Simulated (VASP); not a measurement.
# Pt (Fm-3m) in VASP: further runs, part 3 of 3

VASP 6.6.1. Earlier steps stand in the parts before.

### 4 Single point, PBE

This run uses another cell than the first one, of the same volume but with other edges.

Input file INCAR:

```
SYSTEM = Pt
PREC = Accurate
ENCUT = 520
EDIFF = 1E-6
ISMEAR = 0
SIGMA = 0.1
LREAL = .False.
LASPH = .True.
NELM = 100
ALGO = Fast
ISIF = 2
LWAVE = .False.
LCHARG = .False.
GGA = PE
NBANDS = 11
ISYM = 0
```

Input file KPOINTS:

```
regular mesh
0
Gamma
  12 5 41
  0 0 0
```

Input file POSCAR:

```
Pt
1.0
    2.8072932559      0.0000000000      0.0000000000
    0.0000000000      6.8764360353      0.0000000000
    1.4036466279     -2.2921453451      0.8103957585
Pt
1
Direct
    0.0000000000      0.0000000000      0.0000000000
```

Potentials or basis: VASP PAW PBE potentials, release 64 (Pt).

On the command line:

```sh
$ cat potpaw_PBE.64/Pt/POTCAR > POTCAR
$ mpirun -np 1 vasp_std > vasp.out
```

OUTCAR:

```text
SYSTEM = Pt
   PREC = Accurate
   ENCUT = 520
   EDIFF = 1E-6
   ISMEAR = 0
   LREAL = .False.
   LASPH = .True.
   NELM = 100
   ISIF = 2
   GGA = PE
   ISYM = 0

 ion  position               nearest neighbor table
   1  0.000  0.000  0.000-

IMPORTANT INFORMATION: All symmetrisations will be switched off!
NOSYMM: (Re-)initialisation of all symmetry stuff for point group C_1.

----------------------------------------------------------------------------------------

                                     Primitive cell

  volume of cell :      15.6440

  direct lattice vectors                    reciprocal lattice vectors
     2.807293256  0.000000000  0.000000000     0.356215012  0.000000000 -0.616982499
     0.000000000  6.876436035  0.000000000     0.000000000  0.145424170  0.411321666
     1.403646628 -2.292145345  0.810395759     0.000000000  0.000000000  1.233964997

  length of vectors
     2.807293256  6.876436035  2.807293256     0.712430023  0.436272509  1.233964997

  position of ions in fractional coordinates (direct lattice)
     0.000000000  0.000000000  0.000000000

  ion indices of the primitive-cell ions
   primitive index   ion index
                 1           1

----------------------------------------------------------------------------------------

 KPOINTS: regular mesh

Automatic generation of k-mesh.
 Grid dimensions read from file:
 generate k-points for:   12    5   41

 Generating k-lattice:

  Cartesian coordinates                     Fractional coordinates (reciprocal lattice)
     0.029684584  0.000000000 -0.051415208     0.083333333  0.000000000  0.000000000
     0.000000000  0.029084834  0.082264333     0.000000000  0.200000000  0.000000000
     0.000000000  0.000000000  0.030096707     0.000000000  0.000000000  0.024390244

  Length of vectors
     0.059369169  0.087254502  0.030096707

  Shift w.r.t. Gamma in fractional coordinates (k-lattice)
     0.000000000  0.000000000  0.000000000

 -----------------------------------------------------------------------------
|                                                                             |
|           W    W    AA    RRRRR   N    N  II  N    N   GGGG   !!!           |
|           W    W   A  A   R    R  NN   N  II  NN   N  G    G  !!!           |
|           W    W  A    A  R    R  N N  N  II  N N  N  G       !!!           |
|           W WW W  AAAAAA  RRRRR   N  N N  II  N  N N  G  GGG   !            |
|           WW  WW  A    A  R   R   N   NN  II  N   NN  G    G                |
|           W    W  A    A  R    R  N    N  II  N    N   GGGG   !!!           |
|                                                                             |
|     Your reciprocal lattice and k-lattice belong to different lattice       |
|     classes:                                                                |
|                                                                             |
|        The reciprocal lattice is body-centered cubic,                       |
|        whereas your k-lattice is triclinic.                                 |
|                                                                             |
|     Results are often still useful ...                                      |
|                                                                             |
 -----------------------------------------------------------------------------

 WARNING: IBZKPT: internal override: KBLOWUP is changed to .FALSE.
      ... skipping the blow-up phase ...

 Subroutine IBZKPT returns following result:
 ===========================================

 Found   1231 irreducible k-points:

[... 33 lines left out ...]
   NGX,Y,Z   is equivalent  to a cutoff of  14.21, 13.06, 14.21 a.u.
   NGXF,Y,Z  is equivalent  to a cutoff of  28.43, 26.11, 28.43 a.u.
 SYSTEM =  Pt
   PREC   = accura    normal or accurate (medium, high low for compatibility)
   ISTART =      0    job   : 0-new  1-cont  2-samecut
   ICHARG =      2    charge: 1-file 2-atom 10-const
   ISPIN  =      1    spin polarized calculation?
   LNONCOLLINEAR =      F non collinear calculations
   LSORBIT =      F    spin-orbit coupling
   LASPH  =      T    aspherical Exc in radial PAW
   ENCUT  =  520.0 eV  38.22 Ry    6.18 a.u.   5.22 12.79  5.22*2*pi/ulx,y,z
   NELM   =    100;   NELMIN=  2; NELMDL= -5     # of ELM steps
   EDIFF  = 0.1E-05   stopping-criterion for ELM
   LREAL  =      F    real-space projection
   EDIFFG = 0.1E-04   stopping-criterion for IOM
   NSW    =      0    number of steps for IOM
   IBRION =     -1    ionic relax: 0-MD 1-quasi-New 2-CG
   NFREE  =      0    steps in history (QN), initial steepest desc. (CG)
   ISIF   =      2    stress and relaxation
   ISYM   =      0    0-nonsym 1-usesym 2-fastsym
   POTIM  = 0.5000    time-step for ionic-motion
   TEBEG  =    0.0;   TEEND  =   0.0 temperature during run
   PSTRESS=    0.0 pullay stress
   NELECT =      10.0000    total number of electrons
   NUPDOWN=      -1.0000    fix difference up-down
   EMIN   =  10.00;   EMAX   =-10.00  energy-range for DOS
   EFERMI =   0.00;   METHOD = LEGACY
   ISMEAR =     0;   SIGMA  =   0.10  broadening in eV -4-tet -1-fermi 0-gaus
   EFERMI_NEDOS =   21; number of points for ismear=-14 and -15
   IALGO  =     68    algorithm
   IMIX   =      4    mixing-type and parameters
     AMIX     =   0.40;   BMIX     =  1.00
     AMIX_MAG =   1.60;   BMIX_MAG =  1.00
  volume/ion in A,a.u.               =      15.64       105.57
  Fermi-wavevector in a.u.,A,eV,Ry     =   1.410237  2.664961 27.058830  1.988768
  Thomas-Fermi vector in A             =   2.532211
   LORBIT       =      0    0 simple, 1 ext, 2 COOP (PROOUT), +10 PAW based schemes
   GGA     = PE    functional components
   LHFCALC =     F    Hartree Fock is set to
   AEXX    =    0.0000 exact exchange contribution
   IVDW    =     0    specifies the selected vdW correction
   LEPSILON=     F    determine dielectric tensor
   LRPA    =     F    only Hartree local field effects (RPA)
 non-spin polarized calculation
 RMM-DIIS sequential band-by-band and
 Gauss-broadening in eV      SIGMA  =   0.10
  energy-cutoff  :      520.00
  volume of cell :       15.64
 maximum number of plane-waves:       444
 NGX is ok and might be reduce to    24

 number of electron      10.0000000 magnetization

 Free energy of the ion-electron system (eV)
  ---------------------------------------------------
  ext. energy  EPLUGINS =         0.00000000
  ---------------------------------------------------
  free energy    TOTEN  =        -6.10362749 eV

  energy without entropy =       -6.09296175  energy(sigma->0) =       -6.09829462

 E-fermi :  10.5672     XC(G=0): -13.2710

 val. band max:       10.5653487633   @ k =  -0.2500   0.4000   0.3171
 cond. band min:      10.5690710694   @ k =   0.1667   0.4000   0.1707
 fundamental gap:      0.0037223061
 Fermi energy:        10.5672256238

 k-point     1 :       0.0000    0.0000    0.0000
  band No.  band energies     occupation
      1       0.7636      2.00000
      2       7.0030      2.00000
      3       7.0050      2.00000
      4       7.0065      2.00000
      5       9.0334      2.00000
      6       9.0337      2.00000
      7      25.3087      0.00000
      8      30.0676      0.00000
      9      30.0693      0.00000
     10      30.0705      0.00000
     11      35.2810      0.00000
[... 309 lines left out ...]
 k-point    24 :       0.3333    0.4000    0.0000
  band No.  band energies     occupation
      1       3.4533      2.00000
      2       6.9127      2.00000
      3       7.1784      2.00000
      4       7.3753      2.00000
      5       9.5630      2.00000
      6       9.9269      2.00000
      7      21.5305      0.00000
      8      26.4520      0.00000
      9      30.4832      0.00000
     10      31.9987      0.00000
     11      35.0765      0.00000

 [... further k-points ...]

------------------------ aborting loop because EDIFF is reached ----------------------------------------

  FORCE on cell =-STRESS in cart. coord.  units (eV):
  Direction    XX          YY          ZZ          XY          YZ          ZX
  --------------------------------------------------------------------------------------
  -------------------------------------------------------------------------------------
  Total       -0.0702058     -0.0560297     -0.0263943      0.0038643     -0.0063725     -0.0067759
  in kB       -7.1901014     -5.7382620     -2.7031606      0.3957605     -0.6526368     -0.6939537
  external PRESSURE =      -5.2105080 kB  Pullay stress =       0.0000000 kB

 VOLUME and BASIS-vectors are now :
 -----------------------------------------------------------------------------
  energy-cutoff  :      520.00
  volume of cell :       15.64
      direct lattice vectors                 reciprocal lattice vectors
     2.807293256  0.000000000  0.000000000     0.356215012  0.000000000 -0.616982499
     0.000000000  6.876436035  0.000000000     0.000000000  0.145424170  0.411321666
     1.403646628 -2.292145345  0.810395759     0.000000000  0.000000000  1.233964997

 POSITION                                       TOTAL-FORCE (eV/Angst)
 -----------------------------------------------------------------------------------
      0.00000      0.00000      0.00000        -0.000001     -0.000000     -0.000000
 -----------------------------------------------------------------------------------
    total drift:                               -0.000001     -0.000000     -0.000000

  FREE ENERGIE OF THE ION-ELECTRON SYSTEM (eV)
  ---------------------------------------------------
  free  energy   TOTEN  =        -6.1036274852 eV

  energy  without entropy=       -6.0929617485  energy(sigma->0) =       -6.09829462
```

OSZICAR:

```text
N       E                     dE             d eps       ncg     rms          rms(c)
DAV:   1     0.400055465832E+02    0.40006E+02   -0.53295E+03 27538   0.842E+02
DAV:   2    -0.585518478199E+01   -0.45861E+02   -0.43916E+02 30907   0.175E+02
DAV:   3    -0.648160532055E+01   -0.62642E+00   -0.62169E+00 31743   0.195E+01
DAV:   4    -0.648409501386E+01   -0.24897E-02   -0.24895E-02 31230   0.146E+00
DAV:   5    -0.648411549592E+01   -0.20482E-04   -0.20482E-04 31792   0.123E-01    0.116E+01
RMM:   6    -0.614072288952E+01    0.34339E+00   -0.36097E-01 27218   0.511E+00    0.613E+00
RMM:   7    -0.610666219984E+01    0.34061E-01   -0.66566E-02 28506   0.237E+00    0.246E+00
RMM:   8    -0.610394048485E+01    0.27217E-02   -0.78444E-03 28655   0.764E-01    0.599E-01
RMM:   9    -0.610361057642E+01    0.32991E-03   -0.89013E-04 30650   0.259E-01    0.398E-02
RMM:  10    -0.610362567024E+01   -0.15094E-04   -0.13261E-04 31741   0.869E-02    0.497E-02
RMM:  11    -0.610362695371E+01   -0.12835E-05   -0.14282E-05 31172   0.261E-02    0.884E-03
RMM:  12    -0.610362748522E+01   -0.53151E-06   -0.37929E-06 25723   0.137E-02
   1 F= -.61036275E+01 E0= -.60982946E+01  d E =-.106657E-01
```

Run time: 9 min. Hardware: 1 thread of Intel Xeon 8259CL, shared host; peak memory 0.38 GiB.

What came out:

- Free energy: -6.1036 eV
- Pressure: -0.5 GPa
- Band gap on the k mesh: zero (bands 5 and 6 overlap by 2.03 eV)

Caveat: spin-orbit coupling is left out, which moves the levels of the heavy elements.

### 5 Overview

```csv
task,cell,k mesh,cutoff (eV),gap on the mesh (eV),pressure (GPa)
single point,"a = 2.807 Å, angles 60.0°, 1 atom",18 × 18 × 18,520,none,-0.5
relaxation of cell and atoms,"relaxed from a = 2.805 Å, angles 60.0°, 1 atom",18 × 18 × 18,600,none,0.0
single point,"a = 2.807, b = 6.876 Å, angles 144.7, 60.0, 90.0°, 1 atom",12 × 5 × 41,520,none,-0.5
```

Alike in all rows: level PBE; potentials or basis VASP PAW PBE potentials, release 64 (Pt); no spin polarisation; smearing gaussian 0.1 eV.

Caveats: spin-orbit coupling is left out, which moves the levels of the heavy elements.

Absolute energies hang on the potentials; compare differences alone.
